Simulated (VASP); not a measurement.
A run of VASP 6.6.1 is set up as follows.

INCAR

```
SYSTEM = Sr4NbO
PREC = Accurate ; ENCUT = 520
EDIFF = 1E-6 ; ISMEAR = 0
SIGMA = 0.1 ; LREAL = .FALSE.
LASPH = .TRUE. ; NELM = 100
ALGO = Normal ; ISIF = 2
LWAVE = .FALSE. ; LCHARG = .TRUE.
GGA = PE ; LELF = .TRUE.
LVHAR = .TRUE. ; NBANDS = 38
```

KPOINTS

```
regular mesh
0
G
  4 4 4
  0 0 0
```

POSCAR

```
Sr4NbO
1.0
    0.0000000000      4.0999432100      4.0999432100
    4.0999432100      0.0000000000      4.0999432100
    4.0999432100      4.0999432100      0.0000000000
Sr Nb O
4 1 1
Direct
    0.3750000000      0.3750000000      0.8750000000
    0.3750000000      0.8750000000      0.3750000000
    0.8750000000      0.3750000000      0.3750000000
    0.3750000000      0.3750000000      0.3750000000
    0.7500000000      0.7500000000      0.7500000000
    0.0000000000      0.0000000000      0.0000000000
```

Potentials or basis: VASP PAW PBE potentials, release 64 (Sr_sv, Nb_sv, O).

The run is started by

```bash
$ cat potpaw_PBE.64/Sr_sv/POTCAR potpaw_PBE.64/Nb_sv/POTCAR potpaw_PBE.64/O/POTCAR > POTCAR
$ mpirun -np 1 vasp_std > vasp.out
```

Problem. Predict the pressure.

Solution. 15.6 GPa.

Problem. What does it give for the band gap on the k mesh?

Solution. Zero (an odd number of electrons rules out a gap without spin polarisation).

Caveat: the cell stands under pressure; an odd number of electrons without spin polarisation forces a metal; a magnetic or distorted state may lie lower.
